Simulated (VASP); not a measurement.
# Hf in VASP: settings compared, part 2 of 2

VASP 6.6.1. Earlier steps stand in the parts before.

## (3) Single point, PBEsol

Contents of INCAR:

```
  PREC = Accurate
  ENCUT = 520
  EDIFF = 1E-6
  ISMEAR = -1
  SIGMA = 0.05
  LREAL = False
  LASPH = True
  NELM = 80
  ALGO = Normal
  ISIF = 2
  LWAVE = False
  LCHARG = False
  GGA = PS
  NBANDS = 11
```

Contents of KPOINTS:

```
Automatic mesh
0
Gamma
  8 8 8
```

Contents of POSCAR:

```
Hf
1.0
   -1.8050000000      1.8050000000      1.8050000000
    1.8050000000     -1.8050000000      1.8050000000
    1.8050000000      1.8050000000     -1.8050000000
Hf
1
Direct
    0.0000000000      0.0000000000      0.0000000000
```

Potentials or basis: VASP PAW PBE potentials, release 64 (Hf_pv).

Run with:

```
cat potpaw_PBE.64/Hf_pv/POTCAR > POTCAR
mpirun -np 1 vasp_std > vasp.out
```

OUTCAR:

```text
PREC = Accurate
   ENCUT = 520
   EDIFF = 1E-6
   ISMEAR = -1
   LREAL = False
   LASPH = True
   NELM = 80
   ISIF = 2
   GGA = PS

 ion  position               nearest neighbor table
   1  0.000  0.000  0.000-

  LATTYP: Found a body centered cubic cell.
 ALAT       =     3.6100000000

  Lattice vectors:

 A1 = (  -1.8050000000,   1.8050000000,   1.8050000000)
 A2 = (   1.8050000000,  -1.8050000000,   1.8050000000)
 A3 = (   1.8050000000,   1.8050000000,  -1.8050000000)

Analysis of symmetry for initial positions (statically):
=====================================================================
 Subroutine PRICEL returns:
 Original cell was already a primitive cell.

 Routine SETGRP: Setting up the symmetry group for a
 body centered cubic supercell.

 Subroutine GETGRP returns: Found 48 space group operations
[... 9 lines left out ...]

 Routine SETGRP: Setting up the symmetry group for a
 body centered cubic supercell.

 Subroutine GETGRP returns: Found 48 space group operations
[... 11 lines left out ...]
                                     Primitive cell

  volume of cell :      23.5229

  direct lattice vectors                    reciprocal lattice vectors
    -1.805000000  1.805000000  1.805000000     0.000000000  0.277008310  0.277008310
     1.805000000 -1.805000000  1.805000000     0.277008310  0.000000000  0.277008310
     1.805000000  1.805000000 -1.805000000     0.277008310  0.277008310  0.000000000

  length of vectors
     3.126351708  3.126351708  3.126351708     0.391748909  0.391748909  0.391748909

  position of ions in fractional coordinates (direct lattice)
     0.000000000  0.000000000  0.000000000

  ion indices of the primitive-cell ions
   primitive index   ion index
                 1           1

[... 83 lines left out ...]
   NUPDOWN=      -1.0000    fix difference up-down
   EMIN   =  10.00;   EMAX   =-10.00  energy-range for DOS
   EFERMI =   0.00;   METHOD = LEGACY
   ISMEAR =    -1;   SIGMA  =   0.05  broadening in eV -4-tet -1-fermi 0-gaus
   EFERMI_NEDOS =   21; number of points for ismear=-14 and -15
   IALGO  =     38    algorithm
   IMIX   =      4    mixing-type and parameters
     AMIX     =   0.40;   BMIX     =  1.00
     AMIX_MAG =   1.60;   BMIX_MAG =  1.00
  volume/ion in A,a.u.               =      23.52       158.74
  Fermi-wavevector in a.u.,A,eV,Ry     =   1.230961  2.326179 20.616432  1.515265
  Thomas-Fermi vector in A             =   2.365789
   LORBIT       =      0    0 simple, 1 ext, 2 COOP (PROOUT), +10 PAW based schemes
   GGA     = PS    functional components
   LHFCALC =     F    Hartree Fock is set to
   AEXX    =    0.0000 exact exchange contribution
   IVDW    =     0    specifies the selected vdW correction
   LEPSILON=     F    determine dielectric tensor
   LRPA    =     F    only Hartree local field effects (RPA)
 non-spin polarized calculation
  energy-cutoff  :      520.00
  volume of cell :       23.52
 maximum number of plane-waves:       682
   NGX = 11   NGY = 11   NGZ = 11

 number of electron      10.0000001 magnetization

 Free energy of the ion-electron system (eV)
  ---------------------------------------------------
  ext. energy  EPLUGINS =         0.00000000
  ---------------------------------------------------
  free energy    TOTEN  =       -10.27549064 eV

  energy without entropy =      -10.25921614  energy(sigma->0) =      -10.26735339

 E-fermi :   4.0909     XC(G=0): -11.1637

 val. band max:        4.0697026493   @ k =   0.2500   0.2500   0.0000
 cond. band min:       4.1036574337   @ k =  -0.2500   0.2500   0.2500
 fundamental gap:      0.0339547844
 Fermi energy:         4.0909051356

 k-point     1 :       0.0000    0.0000    0.0000
  band No.  band energies     occupation
      1     -25.8883      2.00000
      2     -25.8883      2.00000
      3     -25.8883      2.00000
      4      -2.7902      2.00000
      5       5.5563      0.00000
      6       5.5563      0.00000
      7       5.5563      0.00000
      8       8.2064      0.00000
      9       8.2064      0.00000
     10      17.1700      0.00000
     11      17.1700      0.00000
[... 309 lines left out ...]
 k-point    24 :      -0.3750    0.3750    0.2500
  band No.  band energies     occupation
      1     -26.4070      2.00000
      2     -26.2145      2.00000
      3     -26.1479      2.00000
      4       1.9021      2.00000
      5       3.1349      2.00000
      6       5.8114      0.00000
      7       6.2762      0.00000
      8       8.8168      0.00000
      9       9.3107      0.00000
     10      15.5186      0.00000
     11      17.3284      0.00000

 [... further k-points ...]
[... 5 lines left out ...]
  --------------------------------------------------------------------------------------
  -------------------------------------------------------------------------------------
  Total       -1.4159092     -1.4159092     -1.4159092     -0.0000000     -0.0000000     -0.0000000
  in kB      -96.4393693    -96.4393693    -96.4393693     -0.0000000     -0.0000000     -0.0000000
  external PRESSURE =     -96.4393693 kB  Pullay stress =       0.0000000 kB

 VOLUME and BASIS-vectors are now :
 -----------------------------------------------------------------------------
  energy-cutoff  :      520.00
  volume of cell :       23.52
      direct lattice vectors                 reciprocal lattice vectors
    -1.805000000  1.805000000  1.805000000     0.000000000  0.277008310  0.277008310
     1.805000000 -1.805000000  1.805000000     0.277008310  0.000000000  0.277008310
     1.805000000  1.805000000 -1.805000000     0.277008310  0.277008310  0.000000000

 POSITION                                       TOTAL-FORCE (eV/Angst)
 -----------------------------------------------------------------------------------
      0.00000      0.00000      0.00000         0.000000     -0.000000      0.000000
 -----------------------------------------------------------------------------------
    total drift:                                0.000000      0.000000     -0.000000

  FREE ENERGIE OF THE ION-ELECTRON SYSTEM (eV)
  ---------------------------------------------------
  free  energy   TOTEN  =       -10.2754906421 eV

  energy  without entropy=      -10.2592161381  energy(sigma->0) =      -10.26735339
```

stdout:

```text
POSCAR found type information on POSCAR Hf
 POSCAR found :  1 types and       1 ions
 scaLAPACK will be used
 -----------------------------------------------------------------------------
|                                                                             |
|                                                                             |
|     You enforced a specific xc type in the INCAR file but a different       |
|     I HOPE YOU KNOW WHAT YOU ARE DOING!                                     |
|                                                                             |
 -----------------------------------------------------------------------------

 LDA part: xc-table for (Slater+PW92), standard interpolation
 POSCAR, INCAR and KPOINTS ok, starting setup
 FFT: planning ... GRIDC
 FFT: planning ... GRID_SOFT
 FFT: planning ... GRID
 WAVECAR not read
 entering main loop
```

It took 4.3 s on 1 thread of Intel Xeon 6975P-C (Granite Rapids), shared host; peak memory 0.13 GiB.

What came out:

| Property | Result |
| --- | --- |
| Free energy | -10.2755 eV |
| Pressure | -9.6 GPa |
| Band gap on the k mesh | zero (band 5 reaches 5.56 eV, above the bottom of band 6 at 3.38 eV) |

Levels at points of the mesh, in eV from the Fermi level:
| k point | band 1 | band 2 | band 3 | band 4 | band 5 | band 6 | band 7 | band 8 | band 9 | band 10 |
| --- | --- | --- | --- | --- | --- | --- | --- | --- | --- | --- |
| (0.00, 0.00, 0.00) | -29.98 | -29.98 | -29.98 | -6.88 | 1.47 | 1.47 | 1.47 | 4.12 | 4.12 | 13.08 |
| (0.50, 0.00, 0.00) | -30.67 | -30.21 | -29.98 | -3.24 | -0.43 | 0.91 | 3.91 | 4.87 | 7.17 | 9.48 |
| (0.50, 0.50, 0.50) | -30.47 | -30.47 | -30.47 | -2.36 | -2.36 | 6.40 | 6.40 | 6.40 | 6.84 | 6.84 |

Caveat: the PAW data sets were made with another functional, which shifts forces and pressure a little; spin-orbit coupling is left out, which moves the levels of the heavy elements.

## (4) Single point, PBEsol, non-collinear spin, zero start, spin-orbit coupling

Contents of INCAR:

```
PREC     = Accurate       # precision mode
ENCUT    = 520            # plane-wave cutoff, eV
EDIFF    = 1E-6           # SCF threshold, eV
ISMEAR   = -1             # smearing method
SIGMA    = 0.05           # smearing width, eV
LREAL    = F              # projectors in reciprocal space
LASPH    = T              # aspherical terms in the spheres
NELM     = 150            # most SCF steps
ALGO     = Normal         # electronic algorithm
ISIF     = 2              # what is computed and relaxed
LWAVE    = F              # write WAVECAR
LCHARG   = T              # write CHGCAR
MAGMOM   = 0 0 0          # initial moments
LORBIT   = 11             # projections on sites
LSORBIT  = T              # spin-orbit coupling
GGA_COMPAT= F            
LORBMOM  = T            
LMAXMIX  = 4              # l up to which the mixer works
GGA      = PS             # functional
LVHAR    = T            
NBANDS   = 21             # bands
```

KPOINTS is that of step 3.

POSCAR is that of step 3.

Run with:

```
cat potpaw_PBE.64/Hf_pv/POTCAR > POTCAR
mpirun -np 1 vasp_ncl > vasp.out
```

Run time: 14 s. Hardware: 1 thread of Intel Xeon 6975P-C (Granite Rapids), shared host; peak memory 0.2 GiB.

It converged, with:

```yaml
Free_energy: -10.9639 eV
Pressure: -9.9 GPa
Net_moment: 0.00 μB per cell
Valence_electrons_inside_the_program's_atomic_spheres: Hf 8.30
```

Moments on the atoms (μB; x, y, z):
```
Hf  0.00 0.00 0.00
```

Caveat: the PAW data sets were made with another functional, which shifts forces and pressure a little.

## (5) Single point, r2SCAN

This run uses another cell than the first one, of 23.05 Å³/atom, 0.980 times its volume.

Contents of POSCAR:

```
Hf
1.0
   -1.7928855410      1.7928855410      1.7928855410
    1.7928855410     -1.7928855410      1.7928855410
    1.7928855410      1.7928855410     -1.7928855410
Hf
1
Direct
    0.0000000000      0.0000000000      0.0000000000
```

Contents of INCAR.step1:

```
SYSTEM = Hf
ALGO = Normal ; EDIFF = 1E-4
ENCUT = 520 ; GGA = PE
ISMEAR = -1 ; LASPH = .True.
LCHARG = .False. ; LREAL = .False.
LWAVE = .True. ; NBANDS = 11
NELM = 80 ; PREC = Accurate
SIGMA = 0.05
```

Contents of INCAR.step2:

```
SYSTEM = Hf
ALGO = Normal ; EDIFF = 1E-7
ENCUT = 520 ; ISIF = 2
ISMEAR = -1 ; ISTART = 1
LASPH = .True. ; LCHARG = .True.
LELF = .True. ; LMIXTAU = .True.
LREAL = .False. ; LVHAR = .True.
LWAVE = .False. ; METAGGA = R2SCAN
NBANDS = 11 ; NELM = 80
PREC = Accurate ; SIGMA = 0.05
```

Contents of KPOINTS:

```
k-points
0
Gamma
  10 10 10
  0 0 0
```

Potentials or basis: VASP PAW PBE potentials, release 64 (Hf_pv).

Run with:

```
cat potpaw_PBE.64/Hf_pv/POTCAR > POTCAR
cp INCAR.step1 INCAR
mpirun -np 1 vasp_std > vasp.out
cp INCAR.step2 INCAR
mpirun -np 1 vasp_std > vasp.out
```

OUTCAR:

```text
SYSTEM = Hf
   EDIFF = 1E-7
   ENCUT = 520
   ISIF = 2
   ISMEAR = -1
   ISTART = 1
   LASPH = .True.
   LREAL = .False.
   METAGGA = R2SCAN
   NELM = 80
   PREC = Accurate

 ion  position               nearest neighbor table
   1  0.000  0.000  0.000-

  LATTYP: Found a body centered cubic cell.
 ALAT       =     3.5857710820

  Lattice vectors:

 A1 = (  -1.7928855410,   1.7928855410,   1.7928855410)
 A2 = (   1.7928855410,  -1.7928855410,   1.7928855410)
 A3 = (   1.7928855410,   1.7928855410,  -1.7928855410)

Analysis of symmetry for initial positions (statically):
[... 504 lines left out ...]
      4      -0.0347      2.00000
      5       4.4958      0.01528
      6       4.8446      0.00001
      7       7.3930      0.00000
      8       8.8785      0.00000
      9       9.5410      0.00000
     10      16.2659      0.00000
     11      16.7573      0.00000

 [... further k-points ...]
[... 5 lines left out ...]
  --------------------------------------------------------------------------------------
  -------------------------------------------------------------------------------------
  Total       -0.5970223     -0.5970223     -0.5970223     -0.0000000     -0.0000000     -0.0000000
  in kB      -41.4938211    -41.4938211    -41.4938211     -0.0000000     -0.0000000     -0.0000000
  external PRESSURE =     -41.4938211 kB  Pullay stress =       0.0000000 kB

 VOLUME and BASIS-vectors are now :
 -----------------------------------------------------------------------------
  energy-cutoff  :      520.00
  volume of cell :       23.05
      direct lattice vectors                 reciprocal lattice vectors
    -1.792885541  1.792885541  1.792885541     0.000000000  0.278880045  0.278880045
     1.792885541 -1.792885541  1.792885541     0.278880045  0.000000000  0.278880045
     1.792885541  1.792885541 -1.792885541     0.278880045  0.278880045  0.000000000

 POSITION                                       TOTAL-FORCE (eV/Angst)
 -----------------------------------------------------------------------------------
      0.00000      0.00000      0.00000         0.000000     -0.000000     -0.000000
 -----------------------------------------------------------------------------------
    total drift:                                0.000000     -0.000000      0.000000

  FREE ENERGIE OF THE ION-ELECTRON SYSTEM (eV)
  ---------------------------------------------------
  free  energy   TOTEN  =       -44.9391885369 eV

  energy  without entropy=      -44.9241979797  energy(sigma->0) =      -44.93169326
```

OUTCAR.step1:

```text
SYSTEM = Hf
   EDIFF = 1E-4
   ENCUT = 520
   GGA = PE
   ISMEAR = -1
   LASPH = .True.
   LREAL = .False.
[... 551 lines left out ...]
 -----------------------------------------------------------------------------------
      0.00000      0.00000      0.00000         0.000000     -0.000000     -0.000000
 -----------------------------------------------------------------------------------
    total drift:                               -0.000000      0.000000      0.000000

  FREE ENERGIE OF THE ION-ELECTRON SYSTEM (eV)
  ---------------------------------------------------
  free  energy   TOTEN  =        -9.7443945830 eV

  energy  without entropy=       -9.7298764618  energy(sigma->0) =       -9.73713552
```

OSZICAR.step1:

```text
N       E                     dE             d eps       ncg     rms          rms(c)
DAV:   1     0.133485346493E+02    0.13349E+02   -0.57217E+03  1058   0.842E+02
DAV:   2    -0.961004913661E+01   -0.22959E+02   -0.22189E+02  1273   0.155E+02
DAV:   3    -0.101084424466E+02   -0.49839E+00   -0.49665E+00  1262   0.160E+01
DAV:   4    -0.101105099854E+02   -0.20675E-02   -0.20673E-02  1193   0.128E+00
DAV:   5    -0.101105225218E+02   -0.12536E-04   -0.12536E-04  1285   0.875E-02    0.445E+01
DAV:   6    -0.983532613258E+01    0.27520E+00   -0.23825E-01  1139   0.358E+00    0.257E+01
DAV:   7    -0.974789736977E+01    0.87429E-01   -0.32831E-01  1163   0.401E+00    0.116E+00
DAV:   8    -0.974436487487E+01    0.35325E-02   -0.22615E-02  1160   0.104E+00    0.773E-02
DAV:   9    -0.974439458302E+01   -0.29708E-04   -0.28581E-04  1219   0.147E-01
   1 F= -.97443946E+01 E0= -.97371355E+01  d E =-.145181E-01
```

Wall time 49 s (1 thread of AMD EPYC 7R13 (Zen 3), shared host); peak memory 0.12 GiB.

Results:

```yaml
Free_energy: -44.9392 eV
Pressure: -4.1 GPa
Band_gap_on_the_k_mesh: zero (band 5 reaches 6.00 eV, above the bottom of band 6 at 3.51 eV)
```

Caveat: the PAW data sets were made with another functional, which shifts forces and pressure a little; spin-orbit coupling is left out, which moves the levels of the heavy elements.

## (6) Single point, r2SCAN

Contents of POSCAR:

```
Hf
1.0
   -1.8050000000      1.8050000000      1.8050000000
    1.8050000000     -1.8050000000      1.8050000000
    1.8050000000      1.8050000000     -1.8050000000
Hf
1
Direct
    0.0000000000      0.0000000000      0.0000000000
```

Contents of INCAR.step1:

```
SYSTEM = Hf
PREC = Accurate
ENCUT = 520
ISMEAR = -1
SIGMA = 0.05
LREAL = .FALSE.
LASPH = .TRUE.
NELM = 80
NBANDS = 11
GGA = PE
ALGO = Normal
EDIFF = 1E-4
LWAVE = .TRUE.
LCHARG = .FALSE.
```

Contents of INCAR.step2:

```
SYSTEM = Hf
PREC = Accurate
ENCUT = 520
EDIFF = 1E-6
ISMEAR = -1
SIGMA = 0.05
LREAL = .FALSE.
LASPH = .TRUE.
NELM = 80
ALGO = Normal
ISIF = 2
LWAVE = .FALSE.
LCHARG = .FALSE.
METAGGA = R2SCAN
LMIXTAU = .TRUE.
NBANDS = 11
ISTART = 1
```

Contents of KPOINTS:

```
regular mesh
0
G
  10 10 10
  0 0 0
```

Potentials or basis: VASP PAW PBE potentials, release 64 (Hf_pv).

Run with:

```
cat potpaw_PBE.64/Hf_pv/POTCAR > POTCAR
cp INCAR.step1 INCAR
mpirun -np 1 vasp_std > vasp.out
cp INCAR.step2 INCAR
mpirun -np 1 vasp_std > vasp.out
```

Run time: 47 s. Hardware: 1 thread of AMD EPYC 7R13 (Zen 3), shared host; peak memory 0.12 GiB.

Results (log left out):

```
Free energy            : -44.9243 eV
Pressure               : -6.0 GPa
Band gap on the k mesh : zero (band 5 reaches 5.85 eV, above the bottom of band 6 at 3.40 eV)
```

Levels at points of the mesh, in eV from the Fermi level:
```tsv
k point	band 2	band 3	band 4	band 5	band 6	band 7	band 8	band 9
(0.00, 0.00, 0.00)	-31.19	-31.19	-7.22	1.72	1.72	1.72	4.40	4.40
(0.50, 0.00, 0.00)	-31.42	-31.19	-3.32	-0.30	0.68	4.24	5.19	7.49
(0.50, 0.50, 0.50)	-31.68	-31.68	-2.48	-2.48	6.72	6.72	6.72	7.09
```

Caveat: the PAW data sets were made with another functional, which shifts forces and pressure a little; spin-orbit coupling is left out, which moves the levels of the heavy elements.

## (7) Summary

```tsv
level	spin	cell	k mesh	gap on the mesh (eV)	pressure (GPa)
PBE	off	a = 3.098, b = 3.104, c = 3.119 Å, angles 110.4, 109.3, 107.1°, 1 atom	10 × 10 × 10	none	-5.2
PBEsol	off	a = 3.126 Å, angles 109.5°, 1 atom	8 × 8 × 8	none	-9.6
PBEsol	non-collinear, zero start, SOC	a = 3.126 Å, angles 109.5°, 1 atom	8 × 8 × 8	-	-9.9
r2SCAN	off	a = 3.105 Å, angles 109.5°, 1 atom	10 × 10 × 10	none	-4.1
r2SCAN	off	a = 3.126 Å, angles 109.5°, 1 atom	10 × 10 × 10	none	-6.0
```

Alike in all rows: task single point; potentials or basis VASP PAW PBE potentials, release 64 (Hf_pv); cutoff (eV) 520; smearing fermi-dirac 0.05 eV.

Caveats: spin-orbit coupling is left out, which moves the levels of the heavy elements (some runs); the PAW data sets were made with another functional, which shifts forces and pressure a little (some runs).

Absolute energies hang on the potentials; compare differences alone.
